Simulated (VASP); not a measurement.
# InP (F-43m) in VASP: notebook

The runs below take InP through electric field gradients, with PBE.

Program: VASP 6.6.1. These are calculated values, not measurements. Logs are shortened: lines on timing, memory, paths and dates and some standing lists are left out, and cuts for length are marked.

**1. The cell of the first run**

Symmetry: F-43m, No. 216, cubic system. Conventional cell: a = 5.957 Å, b = 5.957 Å, c = 5.957 Å, α = 90.00°, β = 90.00°, γ = 90.00°. Within 3.4 Å of In (site symmetry -43m) lie 4 P at 2.58 Å. Within 3.4 Å of P (site symmetry -43m) lie 4 In at 2.58 Å.

**2. Electric field gradients, PBE (volume scaled by 1.05)**

INCAR

```
SYSTEM = InP
PREC = Accurate ; ENCUT = 520
EDIFF = 1E-8 ; ISMEAR = -1
SIGMA = 0.03 ; LREAL = .False.
LASPH = .True. ; NELM = 60
ALGO = Normal ; ISIF = 2
LWAVE = .False. ; LCHARG = .False.
GGA = PE ; LEFG = .True.
NBANDS = 16
```

KPOINTS

```
regular mesh
0
Gamma
  11 11 11
  0 0 0
```

POSCAR

```
InP
1.0
    0.0000000000      2.9785495236      2.9785495236
    2.9785495236      0.0000000000      2.9785495236
    2.9785495236      2.9785495236      0.0000000000
In P
1 1
Direct
    0.0000000000      0.0000000000      0.0000000000
    0.7500000000      0.7500000000      0.7500000000
```

Potentials or basis: VASP PAW PBE potentials, release 64 (In_d, P).

Launch:

```console
$ cat potpaw_PBE.64/In_d/POTCAR potpaw_PBE.64/P/POTCAR > POTCAR
$ mpirun -np 1 vasp_std > vasp.out
```

OUTCAR:

```text
SYSTEM = InP
   PREC = Accurate
   ENCUT = 520
   EDIFF = 1E-8
   ISMEAR = -1
   LREAL = .False.
   LASPH = .True.
   NELM = 60
   ISIF = 2
   GGA = PE

 ion  position               nearest neighbor table
   1  0.000  0.000  0.000-   2 2.58   2 2.58   2 2.58   2 2.58
   2  0.750  0.750  0.750-   1 2.58   1 2.58   1 2.58   1 2.58

  LATTYP: Found a face centered cubic cell.
 ALAT       =     5.9570990472

  Lattice vectors:

 A1 = (   0.0000000000,   2.9785495236,   2.9785495236)
 A2 = (   2.9785495236,   0.0000000000,   2.9785495236)
 A3 = (   2.9785495236,   2.9785495236,   0.0000000000)

Analysis of symmetry for initial positions (statically):
=====================================================================
 Subroutine PRICEL returns:
 Original cell was already a primitive cell.

 Routine SETGRP: Setting up the symmetry group for a
 face centered cubic supercell.

 Subroutine GETGRP returns: Found 24 space group operations
 (whereof 24 operations were pure point group operations)
 out of a pool of 48 trial point group operations.

The static configuration has the point symmetry T_d .

Analysis of symmetry for dynamics (positions and initial velocities):
=====================================================================
 Subroutine PRICEL returns:
 Original cell was already a primitive cell.

 Routine SETGRP: Setting up the symmetry group for a
 face centered cubic supercell.

 Subroutine GETGRP returns: Found 24 space group operations
 (whereof 24 operations were pure point group operations)
 out of a pool of 48 trial point group operations.

The dynamic configuration has the point symmetry T_d .

 Subroutine INISYM returns: Found 24 space group operations
 (whereof 24 operations are pure point group operations),
 and found     1 'primitive' translations

----------------------------------------------------------------------------------------

                                     Primitive cell

  volume of cell :      52.8499

  direct lattice vectors                    reciprocal lattice vectors
     0.000000000  2.978549524  2.978549524    -0.167866942  0.167866942  0.167866942
     2.978549524  0.000000000  2.978549524     0.167866942 -0.167866942  0.167866942
     2.978549524  2.978549524  0.000000000     0.167866942  0.167866942 -0.167866942

  length of vectors
     4.212305132  4.212305132  4.212305132     0.290754072  0.290754072  0.290754072

  position of ions in fractional coordinates (direct lattice)
     0.000000000  0.000000000  0.000000000
     0.750000000  0.750000000  0.750000000

  ion indices of the primitive-cell ions
   primitive index   ion index
                 1           1
                 2           2

----------------------------------------------------------------------------------------

 KPOINTS: regular mesh

Automatic generation of k-mesh.
 Grid dimensions read from file:
 generate k-points for:   11   11   11

 Generating k-lattice:

  Cartesian coordinates                     Fractional coordinates (reciprocal lattice)
    -0.015260631  0.015260631  0.015260631     0.090909091  0.000000000  0.000000000
     0.015260631 -0.015260631  0.015260631     0.000000000  0.090909091  0.000000000
     0.015260631  0.015260631 -0.015260631     0.000000000  0.000000000  0.090909091

  Length of vectors
     0.026432188  0.026432188  0.026432188

  Shift w.r.t. Gamma in fractional coordinates (k-lattice)
     0.000000000  0.000000000  0.000000000

 Subroutine IBZKPT returns following result:
 ===========================================

 Found     56 irreducible k-points:

 Following reciprocal coordinates:
            Coordinates               Weight
  0.000000  0.000000  0.000000      1.000000
  0.090909  0.000000  0.000000      8.000000
  0.181818  0.000000  0.000000      8.000000
  0.272727  0.000000  0.000000      8.000000
  0.363636  0.000000  0.000000      8.000000
  0.454545  0.000000  0.000000      8.000000
[... 16 lines left out ...]
 -0.272727  0.181818  0.000000     24.000000
 -0.181818  0.181818  0.000000     12.000000
 [... further k-points ...]
   k-points           NKPTS =     56   k-points in BZ     NKDIM =     56   number of bands    NBANDS=     16
   number of dos      NEDOS =    301   number of ions     NIONS =      2
   total plane-waves  NPLWV =  32768
   dimension x,y,z NGX =    32 NGY =   32 NGZ =   32
   dimension x,y,z NGXF=    64 NGYF=   64 NGZF=   64
   ions per type =               1   1
   NGX,Y,Z   is equivalent  to a cutoff of  12.63, 12.63, 12.63 a.u.
   NGXF,Y,Z  is equivalent  to a cutoff of  25.26, 25.26, 25.26 a.u.
 SYSTEM =  InP
   PREC   = accura    normal or accurate (medium, high low for compatibility)
   ISTART =      0    job   : 0-new  1-cont  2-samecut
   ICHARG =      2    charge: 1-file 2-atom 10-const
   ISPIN  =      1    spin polarized calculation?
   LNONCOLLINEAR =      F non collinear calculations
   LSORBIT =      F    spin-orbit coupling
   LASPH  =      T    aspherical Exc in radial PAW
   ENCUT  =  520.0 eV  38.22 Ry    6.18 a.u.   7.83  7.83  7.83*2*pi/ulx,y,z
   NELM   =     60;   NELMIN=  2; NELMDL= -5     # of ELM steps
   EDIFF  = 0.1E-07   stopping-criterion for ELM
   LREAL  =      F    real-space projection
   EDIFFG = 0.1E-06   stopping-criterion for IOM
   NSW    =      0    number of steps for IOM
   IBRION =     -1    ionic relax: 0-MD 1-quasi-New 2-CG
   NFREE  =      0    steps in history (QN), initial steepest desc. (CG)
   ISIF   =      2    stress and relaxation
   ISYM   =      2    0-nonsym 1-usesym 2-fastsym
   POTIM  = 0.5000    time-step for ionic-motion
   TEBEG  =    0.0;   TEEND  =   0.0 temperature during run
   PSTRESS=    0.0 pullay stress
   NELECT =      18.0000    total number of electrons
   NUPDOWN=      -1.0000    fix difference up-down
   EMIN   =  10.00;   EMAX   =-10.00  energy-range for DOS
   EFERMI =   0.00;   METHOD = LEGACY
   ISMEAR =    -1;   SIGMA  =   0.03  broadening in eV -4-tet -1-fermi 0-gaus
   EFERMI_NEDOS =   21; number of points for ismear=-14 and -15
   IALGO  =     38    algorithm
   IMIX   =      4    mixing-type and parameters
     AMIX     =   0.40;   BMIX     =  1.00
     AMIX_MAG =   1.60;   BMIX_MAG =  1.00
  volume/ion in A,a.u.               =      26.42       178.32
  Fermi-wavevector in a.u.,A,eV,Ry     =   1.143275  2.160477 17.783883  1.307079
  Thomas-Fermi vector in A             =   2.279971
   LORBIT       =      0    0 simple, 1 ext, 2 COOP (PROOUT), +10 PAW based schemes
   GGA     = PE    functional components
   LHFCALC =     F    Hartree Fock is set to
   AEXX    =    0.0000 exact exchange contribution
   IVDW    =     0    specifies the selected vdW correction
   LEPSILON=     F    determine dielectric tensor
   LRPA    =     F    only Hartree local field effects (RPA)
 non-spin polarized calculation
  energy-cutoff  :      520.00
  volume of cell :       52.85
 maximum number of plane-waves:      1433
   NGX = 15   NGY = 15   NGZ = 15

 number of electron      18.0000005 magnetization

 Free energy of the ion-electron system (eV)
  ---------------------------------------------------
  ext. energy  EPLUGINS =         0.00000000
  ---------------------------------------------------
  free energy    TOTEN  =        -8.40826501 eV

  energy without entropy =       -8.40826407  energy(sigma->0) =       -8.40826454

 E-fermi :   4.9124     XC(G=0):  -9.0685

 val. band max:        4.6687333021   @ k =   0.0000   0.0000   0.0000
 cond. band min:       5.1146910642   @ k =   0.0000   0.0000   0.0000
 fundamental gap:      0.4459577621
 Fermi energy:         4.9123933589

 k-point     1 :       0.0000    0.0000    0.0000
  band No.  band energies     occupation
      1      -9.4275      2.00000
      2      -9.4275      2.00000
      3      -9.4275      2.00000
      4      -9.2984      2.00000
      5      -9.2984      2.00000
      6      -6.5256      2.00000
[... 8 lines left out ...]
     15      14.0397      0.00000
     16      14.0397      0.00000

 k-point     2 :       0.0909    0.0000    0.0000
  band No.  band energies     occupation
      1      -9.4358      2.00000
      2      -9.4241      2.00000
      3      -9.4241      2.00000
      4      -9.2984      2.00000
      5      -9.2984      2.00000
      6      -6.4377      2.00000
[... 8 lines left out ...]
     15      13.6320      0.00000
     16      13.6320      0.00000
[... 387 lines left out ...]
      5      -9.2914      2.00000
      6      -5.2506      2.00000
[... 8 lines left out ...]
     15      14.9834      0.00000
     16      15.7418      0.00000

 k-point    24 :      -0.1818    0.1818    0.0000
  band No.  band energies     occupation
      1      -9.4938      2.00000
      2      -9.4009      2.00000
      3      -9.3972      2.00000
      4      -9.3025      2.00000
      5      -9.2914      2.00000
      6      -5.6646      2.00000
[... 8 lines left out ...]
     15      14.3097      0.00000
     16      15.5726      0.00000

 [... further k-points ...]
[... 5 lines left out ...]
  --------------------------------------------------------------------------------------
  -------------------------------------------------------------------------------------
  Total        0.0086194      0.0086194      0.0086194     -0.0000000     -0.0000000      0.0000000
  in kB        0.2613012      0.2613012      0.2613012     -0.0000000     -0.0000000      0.0000000
  external PRESSURE =       0.2613012 kB  Pullay stress =       0.0000000 kB

 VOLUME and BASIS-vectors are now :
 -----------------------------------------------------------------------------
  energy-cutoff  :      520.00
  volume of cell :       52.85
      direct lattice vectors                 reciprocal lattice vectors
     0.000000000  2.978549524  2.978549524    -0.167866942  0.167866942  0.167866942
     2.978549524  0.000000000  2.978549524     0.167866942 -0.167866942  0.167866942
     2.978549524  2.978549524  0.000000000     0.167866942  0.167866942 -0.167866942

 POSITION                                       TOTAL-FORCE (eV/Angst)
 -----------------------------------------------------------------------------------
      0.00000      0.00000      0.00000         0.000000      0.000000     -0.000000
      4.46782      4.46782      4.46782        -0.000000     -0.000000      0.000000
 -----------------------------------------------------------------------------------
    total drift:                                0.000000      0.000000      0.000000

  FREE ENERGIE OF THE ION-ELECTRON SYSTEM (eV)
  ---------------------------------------------------
  free  energy   TOTEN  =        -8.4082650064 eV

  energy  without entropy=       -8.4082640678  energy(sigma->0) =       -8.40826454

 Electric field gradients (V/A^2)
---------------------------------------------------------------------
 ion       V_xx      V_yy      V_zz      V_xy      V_xz      V_yz
---------------------------------------------------------------------
   1      -0.000    -0.000     0.000     0.002     0.002     0.002
   2       0.000     0.000     0.000    -0.000    -0.000    -0.000
---------------------------------------------------------------------

 Electric field gradients after diagonalization (V/A^2)
 (convention: |V_zz| > |V_xx| > |V_yy|)
----------------------------------------------------------------------
 ion       V_xx      V_yy      V_zz     asymmetry (V_yy - V_xx)/ V_zz
----------------------------------------------------------------------
   1      -0.002    -0.002     0.003       0.000
   2       0.000     0.000    -0.001       0.000
----------------------------------------------------------------------

           NMR quadrupolar parameters

 Cq : quadrupolar parameter    Cq=e*Q*V_zz/h
 eta: asymmetry parameters     (V_yy - V_xx)/ V_zz
 Q  : nuclear electric quadrupole moment in mb (millibarn)
----------------------------------------------------------------------
 ion       Cq(MHz)       eta       Q (mb)
----------------------------------------------------------------------
   1       0.000       0.000       1.000
   2      -0.000       0.000       1.000
----------------------------------------------------------------------
```

Wall time 42 s (1 thread of Intel Xeon Platinum 8259CL at 2.50GHz (Skylake/Cascade Lake), shared host); peak memory 0.2 GiB.

What came out:

```
Free energy            : -8.4083 eV
Pressure               : 0.0 GPa
Band gap on the k mesh : 0.45 eV, direct
```

Levels at points of the mesh, in eV from the valence-band top:
```csv
k point,band 7,band 8,band 9,band 10,band 11,band 12
"(0.00, 0.00, 0.00)",0.00,0.00,0.00,0.45,4.09,4.09
```

Caveat: without QUAD_EFG the Cq values of the log hold for a quadrupole moment of 1 mb, not for the nuclei; spin-orbit coupling is left out, which moves the levels of the heavy elements.

**3. Electric field gradients, PBE (volume scaled by 1.05)**

INCAR

```
  PREC = Accurate
  ENCUT = 520
  EDIFF = 1E-8
  ISMEAR = -1
  SIGMA = 0.03
  LREAL = False
  LASPH = True
  NELM = 100
  ALGO = Normal
  ISIF = 2
  LWAVE = False
  LCHARG = False
  GGA = PE
  LEFG = True
  NBANDS = 16
```

KPOINTS

```
Automatic mesh
0
Gamma
  11 11 11
```

POSCAR is that of step 2.

Potentials or basis: VASP PAW PBE potentials, release 64 (In_d, P).

Launch:

```console
$ cat potpaw_PBE.64/In_d/POTCAR potpaw_PBE.64/P/POTCAR > POTCAR
$ mpirun -np 1 vasp_std > vasp.out
```

OUTCAR:

```text
PREC = Accurate
   ENCUT = 520
   EDIFF = 1E-8
   ISMEAR = -1
   LREAL = False
   LASPH = True
   NELM = 100
   ISIF = 2
   GGA = PE

 ion  position               nearest neighbor table
   1  0.000  0.000  0.000-   2 2.58   2 2.58   2 2.58   2 2.58
   2  0.750  0.750  0.750-   1 2.58   1 2.58   1 2.58   1 2.58

  LATTYP: Found a face centered cubic cell.
 ALAT       =     5.9570990472

  Lattice vectors:

 A1 = (   0.0000000000,   2.9785495236,   2.9785495236)
 A2 = (   2.9785495236,   0.0000000000,   2.9785495236)
 A3 = (   2.9785495236,   2.9785495236,   0.0000000000)

Analysis of symmetry for initial positions (statically):
=====================================================================
 Subroutine PRICEL returns:
 Original cell was already a primitive cell.

 Routine SETGRP: Setting up the symmetry group for a
 face centered cubic supercell.

 Subroutine GETGRP returns: Found 24 space group operations
[... 642 lines left out ...]
  volume of cell :       52.85
      direct lattice vectors                 reciprocal lattice vectors
     0.000000000  2.978549524  2.978549524    -0.167866942  0.167866942  0.167866942
     2.978549524  0.000000000  2.978549524     0.167866942 -0.167866942  0.167866942
     2.978549524  2.978549524  0.000000000     0.167866942  0.167866942 -0.167866942

 POSITION                                       TOTAL-FORCE (eV/Angst)
 -----------------------------------------------------------------------------------
      0.00000      0.00000      0.00000         0.000000      0.000000     -0.000000
      4.46782      4.46782      4.46782        -0.000000     -0.000000      0.000000
 -----------------------------------------------------------------------------------
    total drift:                                0.000000      0.000000      0.000000

  FREE ENERGIE OF THE ION-ELECTRON SYSTEM (eV)
  ---------------------------------------------------
  free  energy   TOTEN  =        -8.4082650064 eV

  energy  without entropy=       -8.4082640678  energy(sigma->0) =       -8.40826454

 Electric field gradients (V/A^2)
---------------------------------------------------------------------
 ion       V_xx      V_yy      V_zz      V_xy      V_xz      V_yz
---------------------------------------------------------------------
   1      -0.000    -0.000     0.000     0.002     0.002     0.002
   2       0.000     0.000     0.000    -0.000    -0.000    -0.000
---------------------------------------------------------------------

 Electric field gradients after diagonalization (V/A^2)
 (convention: |V_zz| > |V_xx| > |V_yy|)
----------------------------------------------------------------------
 ion       V_xx      V_yy      V_zz     asymmetry (V_yy - V_xx)/ V_zz
----------------------------------------------------------------------
   1      -0.002    -0.002     0.003       0.000
   2       0.000     0.000    -0.001       0.000
----------------------------------------------------------------------

           NMR quadrupolar parameters

 Cq : quadrupolar parameter    Cq=e*Q*V_zz/h
 eta: asymmetry parameters     (V_yy - V_xx)/ V_zz
 Q  : nuclear electric quadrupole moment in mb (millibarn)
----------------------------------------------------------------------
 ion       Cq(MHz)       eta       Q (mb)
----------------------------------------------------------------------
   1       0.000       0.000       1.000
   2      -0.000       0.000       1.000
----------------------------------------------------------------------
```

It took 44 s on 1 thread of Intel Xeon Platinum 8259CL at 2.50GHz (Skylake/Cascade Lake), shared host; peak memory 0.2 GiB.

What came out:

* Free energy: -8.4083 eV
* Pressure: 0.0 GPa
* Band gap on the k mesh: 0.45 eV, direct

Caveat: without QUAD_EFG the Cq values of the log hold for a quadrupole moment of 1 mb, not for the nuclei; spin-orbit coupling is left out, which moves the levels of the heavy elements.

(Part 1 of 2 ends here.)
